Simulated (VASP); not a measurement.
# B (P-6m2) in VASP: notebook

Runs on B. Level: PBE. Tasks: single point, relaxation of cell and atoms.

Everything below comes from runs of VASP 6.6.1. Logs are shortened: lines on timing, memory, paths and dates and some standing lists are left out, and cuts for length are marked.

## Step 1: The cell of the first run

It takes space group P-6m2 (No. 187, hexagonal). The conventional cell has a = 2.722 Å, b = 2.722 Å, c = 19.221 Å, α = 90.00°, β = 90.00°, γ = 120.00°. B (site symmetry 3m) has 4 B at 1.68 to 1.87 Å within 2.2 Å. B (site symmetry 3m) has 5 B at 1.64 to 1.80 Å within 2.2 Å. Within 2.2 Å of B (site symmetry 3m) lie 7 B at 1.65 to 1.80 Å. B (site symmetry 3m) has 5 B at 1.65 to 1.81 Å within 2.2 Å. B (site symmetry 3m) has 7 B at 1.64 to 1.81 Å within 2.2 Å. Within 2.2 Å of B (site symmetry 3m) lie 4 B at 1.68 to 1.89 Å. B (site symmetry 3m) has 4 B at 1.67 to 1.87 Å within 2.2 Å. B (site symmetry 3m) has 4 B at 1.68 to 1.89 Å within 2.2 Å.

## Step 2: Single point, PBE

INCAR

```
SYSTEM = B
  ALGO = Normal
  EDIFF = 1E-7
  ENCUT = 520
  GGA = PE
  ISIF = 2
  ISMEAR = 0
  LASPH = .True.
  LCHARG = .False.
  LREAL = Auto
  LWAVE = .False.
  NBANDS = 38
  NELM = 100
  PREC = Accurate
  SIGMA = 0.1
```

KPOINTS

```
k-points
0
Gamma
  18 18 2
  0 0 0
```

POSCAR

```
B
1.0
    2.7217996392      0.0000000000      0.0000000000
   -1.3608998196      2.3571476316      0.0000000000
    0.0000000000      0.0000000000     19.2214379631
B
16
Direct
    0.3333333333      0.6666666667      0.8142086272
    0.0000000000      0.0000000000      0.6747862248
    0.6666666667      0.3333333333      0.3711358673
    0.6666666667      0.3333333333      0.5432722523
    0.0000000000      0.0000000000      0.4103244194
    0.3333333333      0.6666666667      0.0986431830
    0.0000000000      0.0000000000      0.2382564116
    0.6666666667      0.3333333333      0.9563182323
    0.6666666667      0.3333333333      0.0436817677
    0.6666666667      0.3333333333      0.6288641327
    0.3333333333      0.6666666667      0.9013568170
    0.0000000000      0.0000000000      0.3252137752
    0.0000000000      0.0000000000      0.7617435884
    0.0000000000      0.0000000000      0.5896755806
    0.3333333333      0.6666666667      0.1857913728
    0.6666666667      0.3333333333      0.4567277477
```

Potentials or basis: VASP PAW PBE potentials, release 64 (B).

The run is started by

```sh
cat potpaw_PBE.64/B/POTCAR > POTCAR
mpirun -np 1 vasp_std > vasp.out
```

OUTCAR:

```text
SYSTEM = B
   EDIFF = 1E-7
   ENCUT = 520
   GGA = PE
   ISIF = 2
   ISMEAR = 0
   LASPH = .True.
   LREAL = Auto
   NELM = 100
   PREC = Accurate

 ion  position               nearest neighbor table
   1  0.333  0.667  0.814-  11 1.68  13 1.87  13 1.87  13 1.87
   2  0.000  0.000  0.675-  14 1.64  13 1.67  10 1.80  10 1.80  10 1.80
   3  0.667  0.333  0.371-  16 1.65   5 1.74   5 1.74   5 1.74  12 1.80  12 1.80  12 1.80
   4  0.667  0.333  0.543-  10 1.65  16 1.66  14 1.81  14 1.81  14 1.81
   5  0.000  0.000  0.410-  12 1.64   3 1.74   3 1.74   3 1.74  16 1.81  16 1.81  16 1.81
   6  0.333  0.667  0.099-  15 1.68   9 1.89   9 1.89   9 1.89
   7  0.000  0.000  0.238-  12 1.67  15 1.87  15 1.87  15 1.87
   8  0.667  0.333  0.956-   9 1.68  11 1.89  11 1.89  11 1.89
   9  0.667  0.333  0.044-   8 1.68   6 1.89   6 1.89   6 1.89
  10  0.667  0.333  0.629-   4 1.65  14 1.74  14 1.74  14 1.74   2 1.80   2 1.80   2 1.80
  11  0.333  0.667  0.901-   1 1.68   8 1.89   8 1.89   8 1.89
  12  0.000  0.000  0.325-   5 1.64   7 1.67   3 1.80   3 1.80   3 1.80
  13  0.000  0.000  0.762-   2 1.67   1 1.87   1 1.87   1 1.87
  14  0.000  0.000  0.590-   2 1.64  10 1.74  10 1.74  10 1.74   4 1.81   4 1.81   4 1.81
  15  0.333  0.667  0.186-   6 1.68   7 1.87   7 1.87   7 1.87
  16  0.667  0.333  0.457-   3 1.65   4 1.66   5 1.81   5 1.81   5 1.81

  LATTYP: Found a hexagonal cell.
 ALAT       =     2.7217996392
 C/A-ratio  =     7.0620326663

  Lattice vectors:

 A1 = (   2.7217996392,   0.0000000000,   0.0000000000)
 A2 = (  -1.3608998196,   2.3571476316,   0.0000000000)
 A3 = (   0.0000000000,   0.0000000000,  19.2214379631)

Analysis of symmetry for initial positions (statically):
=====================================================================
 Subroutine PRICEL returns:
 Original cell was already a primitive cell.

 Routine SETGRP: Setting up the symmetry group for a
 hexagonal supercell.

 Subroutine GETGRP returns: Found 12 space group operations
 (whereof 12 operations were pure point group operations)
 out of a pool of 24 trial point group operations.

The static configuration has the point symmetry D_3h.

Analysis of symmetry for dynamics (positions and initial velocities):
=====================================================================
 Subroutine PRICEL returns:
 Original cell was already a primitive cell.

 Routine SETGRP: Setting up the symmetry group for a
 hexagonal supercell.

 Subroutine GETGRP returns: Found 12 space group operations
 (whereof 12 operations were pure point group operations)
 out of a pool of 24 trial point group operations.

The dynamic configuration has the point symmetry D_3h.

 Subroutine INISYM returns: Found 12 space group operations
 (whereof 12 operations are pure point group operations),
 and found     1 'primitive' translations

----------------------------------------------------------------------------------------

                                     Primitive cell

  volume of cell :     123.3187

  direct lattice vectors                    reciprocal lattice vectors
     2.721799639  0.000000000  0.000000000     0.367403973  0.212120782  0.000000000
    -1.360899820  2.357147632  0.000000000     0.000000000  0.424241565  0.000000000
     0.000000000  0.000000000 19.221437963     0.000000000  0.000000000  0.052025244

  length of vectors
     2.721799639  2.721799639 19.221437963     0.424241565  0.424241565  0.052025244

  position of ions in fractional coordinates (direct lattice)
     0.333333333  0.666666667  0.814208627
     0.000000000  0.000000000  0.674786225
     0.666666667  0.333333333  0.371135867
     0.666666667  0.333333333  0.543272252
     0.000000000  0.000000000  0.410324419
     0.333333333  0.666666667  0.098643183
[... 8 lines left out ...]
     0.333333333  0.666666667  0.185791373
     0.666666667  0.333333333  0.456727748

  ion indices of the primitive-cell ions
   primitive index   ion index
                 1           1
                 2           2
                 3           3
                 4           4
                 5           5
                 6           6
[... 8 lines left out ...]
                15          15
                16          16

----------------------------------------------------------------------------------------

 KPOINTS: k-points

Automatic generation of k-mesh.
 Grid dimensions read from file:
 generate k-points for:   18   18    2

 Generating k-lattice:

  Cartesian coordinates                     Fractional coordinates (reciprocal lattice)
     0.020411332  0.011784488  0.000000000     0.055555556  0.000000000  0.000000000
     0.000000000  0.023568976  0.000000000     0.000000000  0.055555556  0.000000000
     0.000000000  0.000000000  0.026012622     0.000000000  0.000000000  0.500000000

  Length of vectors
     0.023568976  0.023568976  0.026012622

  Shift w.r.t. Gamma in fractional coordinates (k-lattice)
     0.000000000  0.000000000  0.000000000

 Subroutine IBZKPT returns following result:
 ===========================================

 Found     74 irreducible k-points:

 Following reciprocal coordinates:
            Coordinates               Weight
  0.000000  0.000000  0.000000      1.000000
  0.055556 -0.000000  0.000000      6.000000
  0.111111 -0.000000  0.000000      6.000000
  0.166667  0.000000  0.000000      6.000000
  0.222222  0.000000  0.000000      6.000000
  0.277778  0.000000  0.000000      6.000000
[... 16 lines left out ...]
  0.333333  0.111111  0.000000     12.000000
  0.388889  0.111111  0.000000     12.000000
 [... further k-points ...]
   k-points           NKPTS =     74   k-points in BZ     NKDIM =     74   number of bands    NBANDS=     38
   number of dos      NEDOS =    301   number of ions     NIONS =     16
   total plane-waves  NPLWV =  57600
   dimension x,y,z NGX =    20 NGY =   20 NGZ =  144
   dimension x,y,z NGXF=    40 NGYF=   40 NGZF=  288
   ions per type =              16
   NGX,Y,Z   is equivalent  to a cutoff of  12.22, 12.22, 12.45 a.u.
   NGXF,Y,Z  is equivalent  to a cutoff of  24.43, 24.43, 24.91 a.u.
 SYSTEM =  B
   PREC   = accura    normal or accurate (medium, high low for compatibility)
   ISTART =      0    job   : 0-new  1-cont  2-samecut
   ICHARG =      2    charge: 1-file 2-atom 10-const
   ISPIN  =      1    spin polarized calculation?
   LNONCOLLINEAR =      F non collinear calculations
   LSORBIT =      F    spin-orbit coupling
   LASPH  =      T    aspherical Exc in radial PAW
   ENCUT  =  520.0 eV  38.22 Ry    6.18 a.u.   5.06  5.06 35.74*2*pi/ulx,y,z
   NELM   =    100;   NELMIN=  2; NELMDL= -5     # of ELM steps
   EDIFF  = 0.1E-06   stopping-criterion for ELM
   LREAL  =      T    real-space projection
   EDIFFG = 0.1E-05   stopping-criterion for IOM
   NSW    =      0    number of steps for IOM
   IBRION =     -1    ionic relax: 0-MD 1-quasi-New 2-CG
   NFREE  =      0    steps in history (QN), initial steepest desc. (CG)
   ISIF   =      2    stress and relaxation
   ISYM   =      2    0-nonsym 1-usesym 2-fastsym
   POTIM  = 0.5000    time-step for ionic-motion
   TEBEG  =    0.0;   TEEND  =   0.0 temperature during run
   PSTRESS=    0.0 pullay stress
   NELECT =      48.0000    total number of electrons
   NUPDOWN=      -1.0000    fix difference up-down
   EMIN   =  10.00;   EMAX   =-10.00  energy-range for DOS
   EFERMI =   0.00;   METHOD = LEGACY
   ISMEAR =     0;   SIGMA  =   0.10  broadening in eV -4-tet -1-fermi 0-gaus
   EFERMI_NEDOS =   21; number of points for ismear=-14 and -15
   IALGO  =     38    algorithm
   IMIX   =      4    mixing-type and parameters
     AMIX     =   0.40;   BMIX     =  1.00
     AMIX_MAG =   1.60;   BMIX_MAG =  1.00
  volume/ion in A,a.u.               =       7.71        52.01
  Fermi-wavevector in a.u.,A,eV,Ry     =   1.195306  2.258800 19.439400  1.428756
  Thomas-Fermi vector in A             =   2.331274
   LORBIT       =      0    0 simple, 1 ext, 2 COOP (PROOUT), +10 PAW based schemes
   GGA     = PE    functional components
   LHFCALC =     F    Hartree Fock is set to
   AEXX    =    0.0000 exact exchange contribution
   IVDW    =     0    specifies the selected vdW correction
   LEPSILON=     F    determine dielectric tensor
   LRPA    =     F    only Hartree local field effects (RPA)
 non-spin polarized calculation
 Gauss-broadening in eV      SIGMA  =   0.10
  energy-cutoff  :      520.00
  volume of cell :      123.32
 maximum number of plane-waves:      3357
   NGX = 11   NGY = 11   NGZ = 71

 number of electron      48.0000000 magnetization

 Free energy of the ion-electron system (eV)
  ---------------------------------------------------
  ext. energy  EPLUGINS =         0.00000000
  ---------------------------------------------------
  free energy    TOTEN  =       -98.98982357 eV

  energy without entropy =      -98.97973418  energy(sigma->0) =      -98.98477887

 E-fermi :   5.1050     XC(G=0): -11.4711

 val. band max:        5.0960943987   @ k =   0.2778   0.2778   0.5000
 cond. band min:       5.1339221070   @ k =   0.3333   0.1111   0.5000
 fundamental gap:      0.0378277084
 Fermi energy:         5.1049947153

 k-point     1 :       0.0000    0.0000    0.0000
  band No.  band energies     occupation
      1     -11.3819      2.00000
      2     -11.1409      2.00000
      3      -7.6922      2.00000
      4      -7.3212      2.00000
      5      -7.1027      2.00000
      6      -6.0173      2.00000
[... 28 lines left out ...]
     35      12.5431      0.00000
     36      12.6906      0.00000

 k-point     2 :       0.0556   -0.0000    0.0000
  band No.  band energies     occupation
      1     -11.3190      2.00000
      2     -11.0786      2.00000
      3      -7.6247      2.00000
      4      -7.2542      2.00000
      5      -7.0366      2.00000
      6      -5.9526      2.00000
[... 28 lines left out ...]
     35      12.7659      0.00000
     36      12.7939      0.00000
[... 817 lines left out ...]
     35      11.9376      0.00000
     36      12.2874      0.00000

 k-point    24 :       0.3889    0.1111    0.0000
  band No.  band energies     occupation
      1      -7.3105      2.00000
      2      -7.1223      2.00000
      3      -5.0662      2.00000
      4      -4.8711      2.00000
      5      -3.2203      2.00000
      6      -2.8879      2.00000
[... 28 lines left out ...]
     35      11.7694      0.00000
     36      12.1257      0.00000

 [... further k-points ...]

 [bands above 36 left out]

------------------------ aborting loop because EDIFF is reached ----------------------------------------

  FORCE on cell =-STRESS in cart. coord.  units (eV):
  Direction    XX          YY          ZZ          XY          YZ          ZX
  --------------------------------------------------------------------------------------
  -------------------------------------------------------------------------------------
  Total       -0.0156306     -0.0156306      0.1002497      0.0000000      0.0000000      0.0000000
  in kB       -0.2030755     -0.2030755      1.3024618      0.0000000      0.0000000      0.0000000
  external PRESSURE =       0.2987703 kB  Pullay stress =       0.0000000 kB

 VOLUME and BASIS-vectors are now :
 -----------------------------------------------------------------------------
  energy-cutoff  :      520.00
  volume of cell :      123.32
      direct lattice vectors                 reciprocal lattice vectors
     2.721799639  0.000000000  0.000000000     0.367403973  0.212120782  0.000000000
    -1.360899820  2.357147632  0.000000000     0.000000000  0.424241565  0.000000000
     0.000000000  0.000000000 19.221437963     0.000000000  0.000000000  0.052025244

 POSITION                                       TOTAL-FORCE (eV/Angst)
 -----------------------------------------------------------------------------------
     -0.00000      1.57143     15.65026         0.000000      0.000000     -0.003007
      0.00000      0.00000     12.97036        -0.000000      0.000000      0.017556
      1.36090      0.78572      7.13377        -0.000000      0.000000     -0.018889
      1.36090      0.78572     10.44247        -0.000000      0.000000     -0.020991
      0.00000      0.00000      7.88703        -0.000000      0.000000      0.013569
     -0.00000      1.57143      1.89606         0.000000     -0.000000     -0.002333
[... 8 lines left out ...]
     -0.00000      1.57143      3.57118        -0.000000      0.000000      0.003007
      1.36090      0.78572      8.77896        -0.000000      0.000000      0.020991
 -----------------------------------------------------------------------------------
    total drift:                                0.000000     -0.000000      0.000000

  FREE ENERGIE OF THE ION-ELECTRON SYSTEM (eV)
  ---------------------------------------------------
  free  energy   TOTEN  =       -98.9898235670 eV

  energy  without entropy=      -98.9797341785  energy(sigma->0) =      -98.98477887
```

Run time: 7.9 min. Hardware: 1 thread of Intel Xeon Platinum 8488C (Sapphire Rapids), shared host; peak memory 0.35 GiB.

What came out:

```
Free energy            : -98.9898 eV
Pressure               : 0.0 GPa
Largest force          : 0.021 eV/Å
Band gap on the k mesh : zero (band 24 reaches 9.65 eV, above the bottom of band 25 at 2.66 eV)
```

Forces on the atoms (eV/Å):
```
B    0.000  0.000 -0.003
B    0.000  0.000  0.018
B    0.000  0.000 -0.019
B    0.000  0.000 -0.021
B    0.000  0.000  0.014
B    0.000  0.000 -0.002
B    0.000  0.000  0.002
B    0.000  0.000 -0.005
B    0.000  0.000  0.005
B    0.000  0.000  0.019
B    0.000  0.000  0.002
B    0.000  0.000 -0.018
B    0.000  0.000 -0.002
B    0.000  0.000 -0.014
B    0.000  0.000  0.003
B    0.000  0.000  0.021
```

Levels at points of the mesh, in eV from the Fermi level:
```tsv
k point	band 22	band 23	band 24	band 25	band 26	band 27
(0.00, 0.00, 0.00)	4.13	4.13	4.42	4.42	4.69	5.31
(0.50, 0.00, 0.00)	-2.73	-1.57	-1.25	0.69	1.03	1.52
(0.00, 0.00, 0.50)	3.99	3.99	4.55	4.69	4.69	4.88
(0.50, 0.00, 0.50)	-2.86	-1.51	-1.27	0.72	0.93	1.73
```

## Step 3: Relaxation of cell and atoms, PBE

This run uses another cell than the first one, of 7.73 Å³/atom, 1.003 times its volume.

INCAR

```
SYSTEM = B
ALGO     = Normal         ! electronic algorithm
EDIFF    = 1E-6           ! SCF threshold, eV
EDIFFG   = -0.01          ! ionic threshold
ENCUT    = 600            ! plane-wave cutoff, eV
GGA      = PE             ! functional
IBRION   = 2              ! ionic algorithm
ISIF     = 3              ! what is computed and relaxed
ISMEAR   = 0              ! smearing method
LASPH    = .True.         ! aspherical terms in the spheres
LCHARG   = .False.        ! write CHGCAR
LREAL    = Auto         
LWAVE    = .False.        ! write WAVECAR
NELM     = 100            ! most SCF steps
NSW      = 100            ! ionic steps
PREC     = Accurate       ! precision mode
SIGMA    = 0.1            ! smearing width, eV
```

KPOINTS is that of step 2.

POSCAR

```
B
1.0
    2.7299439928      0.0000000000      0.0000000000
   -1.3649719964      2.3642008487      0.0000000000
    0.0000000000      0.0000000000     19.1626092043
B
16
Direct
    0.3333333333      0.6666666667      0.8141176940
    0.0000000000      0.0000000000      0.6751762488
    0.6666666667      0.3333333333      0.3708386841
    0.6666666667      0.3333333333      0.5434039658
    0.0000000000      0.0000000000      0.4102155617
    0.3333333333      0.6666666667      0.0989550888
    0.0000000000      0.0000000000      0.2380836828
    0.6666666667      0.3333333333      0.9565472829
    0.6666666667      0.3333333333      0.0434527171
    0.6666666667      0.3333333333      0.6291613159
    0.3333333333      0.6666666667      0.9010449112
    0.0000000000      0.0000000000      0.3248237512
    0.0000000000      0.0000000000      0.7619163172
    0.0000000000      0.0000000000      0.5897844383
    0.3333333333      0.6666666667      0.1858823060
    0.6666666667      0.3333333333      0.4565960342
```

Potentials or basis: VASP PAW PBE potentials, release 64 (B).

The run is started by

```sh
cat potpaw_PBE.64/B/POTCAR > POTCAR
mpirun -np 1 vasp_std > vasp.out
```

Wall time 43 min (1 thread of Intel Xeon Platinum 8488C (Sapphire Rapids), shared host); peak memory 0.43 GiB.

Results (log left out):

```yaml
Free_energy: -99.0015 eV
Relaxed_volume: 7.70 Å³/atom
Relaxed_cell: a = 2.721 Å, b = 2.721 Å, c = 19.222 Å, α = 90.00°, β = 90.00°, γ = 120.00°
Space_group_after_relaxing_to_0.05_Å: P-6m2 (No. 187)
Energy_gained_by_relaxing: 0.6 meV/atom
Ionic_steps: 10
Pressure_after_relaxing: 0.0 GPa
Largest_force_after_relaxing: 0.009 eV/Å
Band_gap_on_the_k_mesh: zero (band 24 reaches 9.65 eV, above the bottom of band 25 at 2.66 eV)
```

Forces in eV/Å, atoms in the order of the input:
```
B    0.000  0.000 -0.003
B    0.000  0.000 -0.006
B    0.000  0.000 -0.001
B    0.000  0.000 -0.001
B    0.000  0.000  0.009
B    0.000  0.000  0.005
B    0.000  0.000  0.001
B    0.000  0.000 -0.005
B    0.000  0.000  0.005
B    0.000  0.000  0.001
B    0.000  0.000 -0.005
B    0.000  0.000  0.006
B    0.000  0.000 -0.001
B    0.000  0.000 -0.009
B    0.000  0.000  0.003
B    0.000  0.000  0.001
```

The path:
| step | energy change (eV) | largest force (eV/Å) | pressure (GPa) | volume (Å³) |
| --- | --- | --- | --- | --- |
| 1 | 0.0000 | 0.3149 | -0.11 | 123.68 |
| 2 | 0.0073 | 0.5386 | -0.87 | 123.58 |
| 3 | -0.0071 | 0.0974 | -0.46 | 123.64 |
| 4 | -0.0089 | 0.0437 | 0.01 | 123.28 |
| 5 | -0.0089 | 0.0487 | 0.08 | 123.24 |
| 6 | -0.0090 | 0.0615 | 0.00 | 123.23 |
| 7 | -0.0091 | 0.0231 | 0.04 | 123.23 |
| 8 | -0.0092 | 0.0142 | 0.01 | 123.25 |
| 9 | -0.0092 | 0.0144 | 0.01 | 123.26 |
| 10 | -0.0092 | 0.0090 | 0.00 | 123.27 |

Final structure:
```cif
data_structure
_symmetry_space_group_name_H-M 'P 1'
_symmetry_Int_Tables_number 1
_cell_length_a 2.7213
_cell_length_b 2.7213
_cell_length_c 19.2216
_cell_angle_alpha 90.000
_cell_angle_beta 90.000
_cell_angle_gamma 120.000
_cell_volume 123.27
loop_
_atom_site_label
_atom_site_type_symbol
_atom_site_fract_x
_atom_site_fract_y
_atom_site_fract_z
_atom_site_occupancy
B1 B 0.33333 0.66667 0.81427 1
B2 B 0.00000 0.00000 0.67488 1
B3 B 0.66667 0.33333 0.37108 1
B4 B 0.66667 0.33333 0.54328 1
B5 B 0.00000 0.00000 0.41025 1
B6 B 0.33333 0.66667 0.09859 1
B7 B 0.00000 0.00000 0.23817 1
B8 B 0.66667 0.33333 0.95634 1
B9 B 0.66667 0.33333 0.04366 1
B10 B 0.66667 0.33333 0.62892 1
B11 B 0.33333 0.66667 0.90141 1
B12 B 0.00000 0.00000 0.32512 1
B13 B 0.00000 0.00000 0.76183 1
B14 B 0.00000 0.00000 0.58975 1
B15 B 0.33333 0.66667 0.18573 1
B16 B 0.66667 0.33333 0.45672 1
```

Levels at points of the mesh, in eV from the Fermi level:
```tsv
k point	band 22	band 23	band 24	band 25	band 26	band 27
(0.00, 0.00, 0.00)	4.13	4.13	4.43	4.43	4.68	5.32
(0.50, 0.00, 0.00)	-2.73	-1.57	-1.25	0.69	1.03	1.52
(0.00, 0.00, 0.50)	4.00	4.00	4.54	4.69	4.69	4.88
(0.50, 0.00, 0.50)	-2.86	-1.51	-1.27	0.72	0.93	1.73
```
